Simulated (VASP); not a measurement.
# TaN (P-6m2) in VASP: notebook

The runs below take TaN through vibrations by perturbation theory, with PBEsol.

Everything below comes from runs of VASP 6.6.1. Logs are shortened: lines on timing, memory, paths and dates and some standing lists are left out, and cuts for length are marked.

## 1. The cell of the first run

Symmetry: P-6m2, No. 187, hexagonal system. The conventional cell has a = 2.894 Å, b = 2.894 Å, c = 2.842 Å, α = 90.00°, β = 90.00°, γ = 120.00°. Within 2.9 Å of Ta (site symmetry -6m2) lie 6 N at 2.19 Å and 8 Ta at 2.84 to 2.89 Å. Within 2.9 Å of N (site symmetry -6m2) lie 6 Ta at 2.19 Å and 8 N at 2.84 to 2.89 Å.

## 2. Vibrations by perturbation theory, PBEsol (10.31 Å³/atom)

Input file INCAR:

```
SYSTEM = TaN
PREC = Accurate
ENCUT = 520
EDIFF = 1E-8
ISMEAR = -1
SIGMA = 0.08
LREAL = .False.
LASPH = .True.
NELM = 60
ALGO = Normal
ISIF = 2
LWAVE = .False.
LCHARG = .False.
GGA = PS
IBRION = 8
NSW = 1
```

Input file KPOINTS:

```
Automatic mesh
0
Gamma
  15 15 14
  0 0 0
```

Input file POSCAR:

```
TaN
1.0
    2.8944977948      0.0000000000      0.0000000000
   -1.4472488974      2.5067086215      0.0000000000
    0.0000000000      0.0000000000      2.8416437868
Ta N
1 1
Direct
    0.0000000000      0.0000000000      0.5000000000
    0.6666666667      0.3333333333      0.0000000000
```

Potentials or basis: VASP PAW PBE potentials, release 64 (Ta_pv, N).

On the command line:

```sh
> cat potpaw_PBE.64/Ta_pv/POTCAR potpaw_PBE.64/N/POTCAR > POTCAR
> mpirun -np 1 vasp_std > vasp.out
```

OUTCAR:

```text
SYSTEM = TaN
   PREC = Accurate
   ENCUT = 520
   EDIFF = 1E-8
   ISMEAR = -1
   LREAL = .False.
   LASPH = .True.
   NELM = 60
   ISIF = 2
   GGA = PS
   IBRION = 8
   NSW = 1

 ion  position               nearest neighbor table
   1  0.000  0.000  0.500-   2 2.19   2 2.19   2 2.19   2 2.19   2 2.19   2 2.19
   2  0.667  0.333  0.000-   1 2.19   1 2.19   1 2.19   1 2.19   1 2.19   1 2.19

  LATTYP: Found a hexagonal cell.
 ALAT       =     2.8944977948
 C/A-ratio  =     0.9817398348

  Lattice vectors:

 A1 = (   2.8944977948,   0.0000000000,   0.0000000000)
 A2 = (  -1.4472488974,   2.5067086215,   0.0000000000)
 A3 = (   0.0000000000,   0.0000000000,   2.8416437868)

Analysis of symmetry for initial positions (statically):
=====================================================================
 Subroutine PRICEL returns:
 Original cell was already a primitive cell.

 Routine SETGRP: Setting up the symmetry group for a
 hexagonal supercell.

 Subroutine GETGRP returns: Found 12 space group operations
 (whereof 12 operations were pure point group operations)
 out of a pool of 24 trial point group operations.

The static configuration has the point symmetry D_3h.

Analysis of symmetry for dynamics (positions and initial velocities):
=====================================================================
 Subroutine PRICEL returns:
 Original cell was already a primitive cell.

 Routine SETGRP: Setting up the symmetry group for a
 hexagonal supercell.

 Subroutine GETGRP returns: Found 12 space group operations
 (whereof 12 operations were pure point group operations)
 out of a pool of 24 trial point group operations.

The dynamic configuration has the point symmetry D_3h.

 Subroutine INISYM returns: Found 12 space group operations
 (whereof 12 operations are pure point group operations),
 and found     1 'primitive' translations
[... 520 lines left out ...]
  Total        1.5839048      1.5839048      1.7903229      0.0000000     -0.0000000      0.0000000
  in kB      123.0815475    123.0815475    139.1218156      0.0000000     -0.0000000      0.0000000
  external PRESSURE =     128.4283036 kB  Pullay stress =       0.0000000 kB

 VOLUME and BASIS-vectors are now :
 -----------------------------------------------------------------------------
  energy-cutoff  :      520.00
  volume of cell :       20.62
      direct lattice vectors                 reciprocal lattice vectors
     2.894497795  0.000000000  0.000000000     0.345483075  0.199464747  0.000000000
    -1.447248897  2.506708622  0.000000000     0.000000000  0.398929493  0.000000000
     0.000000000  0.000000000  2.841643787     0.000000000  0.000000000  0.351908992

 POSITION                                       TOTAL-FORCE (eV/Angst)
 -----------------------------------------------------------------------------------
      0.00000      0.00000      1.42082         0.000000      0.000000      0.000000
      1.44725      0.83557      0.00000        -0.000000     -0.000000      0.000000
 -----------------------------------------------------------------------------------
    total drift:                               -0.000000      0.000000      0.000000

  FREE ENERGIE OF THE ION-ELECTRON SYSTEM (eV)
  ---------------------------------------------------
  free  energy   TOTEN  =       -23.7791492485 eV

  energy  without entropy=      -23.7775905736  energy(sigma->0) =      -23.77836991

[... ionic steps 2 to 3 ...]

--------------------------------------- Ionic step        4  -------------------------------------------

------------------------ aborting loop because EDIFF is reached ----------------------------------------
[... 11 lines left out ...]
[... ionic steps 8 to 8 ...]

--------------------------------------- Ionic step        9  -------------------------------------------

 Free energy of the ion-electron system (eV)
  ---------------------------------------------------
  ---------------------------------------------------
  free energy    TOTEN  =        -0.23416572 eV

  energy without entropy =       -0.23416572

------------------------ aborting loop because EDIFF is reached ----------------------------------------

 INTERNAL STRAIN TENSOR  FOR ION    2  DIRECTION 3   (eV/Angst):
 -----------------------------------------------------------------------------
     0.00318  0.00000  0.00000
     0.00000  0.00318  0.00000
     0.00000 -0.00000  0.00810

 INTERNAL STRAIN TENSOR FOR ION    2 for displacements in x,y,z  (eV/Angst):
          X           Y           Z          XY          YZ          ZX
  --------------------------------------------------------------------------------
  x     0.00000    -0.00000     0.00000    -3.49642     0.00000     0.00000
  y    -3.49642     3.49642     0.00000     0.00000     0.00000     0.00000
  z     0.00000     0.00000     0.00000     0.00000     0.00000     0.00000

 SECOND DERIVATIVES (NOT SYMMETRIZED)
 ------------------------------------
               1X          1Y          1Z          2X          2Y          2Z
  1X   -15.147089   -0.000000    0.000000   15.147089    0.000000    0.000000
  1Y     0.000000  -15.147089    0.000000   -0.000000   15.147089    0.000000
  1Z    -0.000000    0.000000  -17.011887    0.000000    0.000000   17.011887
  2X    15.146199    0.000000    0.000000  -15.146199   -0.000000    0.000000
  2Y     0.000000   15.146199    0.000000    0.000000  -15.146199    0.000000
  2Z    -0.000000    0.000000   17.021145    0.000000   -0.000000  -17.021145

 Eigenvectors and eigenvalues of the dynamical matrix
 ----------------------------------------------------

   1 f  =   17.891251 THz   112.414048 2PiTHz  596.787910 cm-1    73.992237 meV
             X         Y         Z           dx          dy          dz
      0.000000  0.000000  1.420822     0.000000   -0.000000   -0.267923
      1.447249  0.835570  0.000000    -0.000000    0.000000    0.963440
[... 21 lines left out ...]
   6 f/i=    0.001256 THz     0.007894 2PiTHz    0.041909 cm-1     0.005196 meV
             X         Y         Z           dx          dy          dz
      0.000000  0.000000  1.420822     0.000000   -0.000000   -0.963440
      1.447249  0.835570  0.000000    -0.000000    0.000000   -0.267923

--------------------------------------------------------------------------------------------------------

 ELASTIC MODULI CONTR FROM IONIC RELAXATION (kBar)
 Direction    XX          YY          ZZ          XY          YZ          ZX
 --------------------------------------------------------------------------------
 XX         -43.0805     43.0805      0.0000      0.0000      0.0000      0.0000
 YY          43.0805    -43.0805      0.0000     -0.0000      0.0000      0.0000
 ZZ           0.0000      0.0000      0.0000      0.0000      0.0000      0.0000
 XY           0.0000     -0.0000      0.0000    -43.0805      0.0000      0.0000
 YZ           0.0000      0.0000      0.0000      0.0000      0.0000      0.0000
 ZX           0.0000      0.0000      0.0000      0.0000      0.0000      0.0000
 --------------------------------------------------------------------------------
```

Wall time 8.5 min (1 thread of Intel Xeon 6975P-C (Granite Rapids), shared host); peak memory 0.67 GiB.

What came out:

```
Highest phonon frequency at Γ : 597 cm⁻¹
```

Phonon frequencies in cm⁻¹ (negative: imaginary):
```csv
q point,frequencies
"(0.000, 0.000, 0.000)",0 0 0 563 563 597
```

Caveat: the cell stands under pressure or tension, which shifts response properties; the PAW data sets were made with another functional, which shifts forces and pressure a little; spin-orbit coupling is left out, which moves the levels of the heavy elements.

## 3. Vibrations by perturbation theory, PBEsol

This run uses another cell than the first one, of 10.63 Å³/atom.

Input file INCAR:

```
PREC     = Accurate       # precision mode
ENCUT    = 520            # plane-wave cutoff, eV
EDIFF    = 1E-8           # SCF threshold, eV
ISMEAR   = -1             # smearing method
SIGMA    = 0.08           # smearing width, eV
LREAL    = F              # projectors in reciprocal space
LASPH    = T              # aspherical terms in the spheres
NELM     = 80             # most SCF steps
ALGO     = Normal         # electronic algorithm
ISIF     = 2              # what is computed and relaxed
LWAVE    = F              # write WAVECAR
LCHARG   = T              # write CHGCAR
GGA      = PS             # functional
NBANDS   = 15             # bands
IBRION   = 8              # ionic algorithm
NSW      = 1              # ionic steps
```

Input file KPOINTS:

```
Automatic mesh
0
Gamma
  15 15 14
```

Input file POSCAR:

```
TaN
1.0
    2.9240355266      0.0000000000      0.0000000000
   -1.4620177633      2.5322890476      0.0000000000
    0.0000000000      0.0000000000      2.8706421548
Ta N
1 1
Direct
    0.0000000000      0.0000000000      0.5000000000
    0.6666666667      0.3333333333      0.0000000000
```

Potentials or basis: VASP PAW PBE potentials, release 64 (Ta_pv, N).

On the command line:

```sh
> cat potpaw_PBE.64/Ta_pv/POTCAR potpaw_PBE.64/N/POTCAR > POTCAR
> mpirun -np 1 vasp_std > vasp.out
```

OUTCAR:

```text
PREC = Accurate
   ENCUT = 520
   EDIFF = 1E-8
   ISMEAR = -1
   LREAL = F
   LASPH = T
   NELM = 80
   ISIF = 2
   GGA = PS
   IBRION = 8
   NSW = 1

 ion  position               nearest neighbor table
   1  0.000  0.000  0.500-   2 2.22   2 2.22   2 2.22   2 2.22   2 2.22   2 2.22
   2  0.667  0.333  0.000-   1 2.22   1 2.22   1 2.22   1 2.22   1 2.22   1 2.22

  LATTYP: Found a hexagonal cell.
 ALAT       =     2.9240355266
 C/A-ratio  =     0.9817398348

  Lattice vectors:

 A1 = (   2.9240355266,   0.0000000000,   0.0000000000)
 A2 = (  -1.4620177633,   2.5322890476,   0.0000000000)
 A3 = (   0.0000000000,   0.0000000000,   2.8706421548)

Analysis of symmetry for initial positions (statically):
=====================================================================
 Subroutine PRICEL returns:
 Original cell was already a primitive cell.

 Routine SETGRP: Setting up the symmetry group for a
 hexagonal supercell.
[... 670 lines left out ...]

 INTERNAL STRAIN TENSOR  FOR ION    2  DIRECTION 3   (eV/Angst):
 -----------------------------------------------------------------------------
     0.00333  0.00000 -0.00000
     0.00000  0.00333  0.00000
     0.00000  0.00000  0.00713

 INTERNAL STRAIN TENSOR FOR ION    2 for displacements in x,y,z  (eV/Angst):
          X           Y           Z          XY          YZ          ZX
  --------------------------------------------------------------------------------
  x    -0.00000     0.00000     0.00000    -2.22318     0.00000     0.00000
  y    -2.22318     2.22318     0.00000     0.00000     0.00000     0.00000
  z     0.00000     0.00000     0.00000     0.00000     0.00000     0.00000

 SECOND DERIVATIVES (NOT SYMMETRIZED)
 ------------------------------------
               1X          1Y          1Z          2X          2Y          2Z
  1X   -13.666441   -0.000000    0.000000   13.666441    0.000000    0.000000
  1Y     0.000000  -13.666441    0.000000    0.000000   13.666441    0.000000
  1Z     0.000000    0.000000  -14.833015    0.000000   -0.000000   14.833015
  2X    13.667258    0.000000    0.000000  -13.667258    0.000000    0.000000
  2Y     0.000000   13.667258    0.000000   -0.000000  -13.667258    0.000000
  2Z     0.000000    0.000000   14.834763   -0.000000   -0.000000  -14.834763

 Eigenvectors and eigenvalues of the dynamical matrix
 ----------------------------------------------------

   1 f  =   16.702954 THz   104.947753 2PiTHz  557.150562 cm-1    69.077835 meV
             X         Y         Z           dx          dy          dz
      0.000000  0.000000  1.435321    -0.000000   -0.000000   -0.267976
      1.462018  0.844096  0.000000     0.000000    0.000000    0.963426
[... 21 lines left out ...]
   6 f/i=    0.000254 THz     0.001596 2PiTHz    0.008473 cm-1     0.001051 meV
             X         Y         Z           dx          dy          dz
      0.000000  0.000000  1.435321    -0.000000    0.000000    0.963426
      1.462018  0.844096  0.000000    -0.000000    0.000000    0.267976

--------------------------------------------------------------------------------------------------------

 ELASTIC MODULI CONTR FROM IONIC RELAXATION (kBar)
 Direction    XX          YY          ZZ          XY          YZ          ZX
 --------------------------------------------------------------------------------
 XX         -14.6590     14.6590      0.0000      0.0000      0.0000      0.0000
 YY          14.6590    -14.6590      0.0000     -0.0000      0.0000     -0.0000
 ZZ           0.0000      0.0000      0.0000      0.0000      0.0000      0.0000
 XY           0.0000     -0.0000      0.0000    -14.6590      0.0000      0.0000
 YZ           0.0000      0.0000      0.0000      0.0000      0.0000      0.0000
 ZX           0.0000     -0.0000      0.0000      0.0000      0.0000     -0.0000
 --------------------------------------------------------------------------------
```

It took 10 min on 1 thread of Intel Xeon 6975P-C (Granite Rapids), shared host; peak memory 0.66 GiB.

Results:

```yaml
Highest_phonon_frequency_at_Γ: 557 cm⁻¹
```

Phonon frequencies in cm⁻¹ (negative: imaginary):
```tsv
q point	frequencies
(0.000, 0.000, 0.000)	0 0 0 535 535 557
```

Caveat: the PAW data sets were made with another functional, which shifts forces and pressure a little; spin-orbit coupling is left out, which moves the levels of the heavy elements.

[end of part 1 of 2]
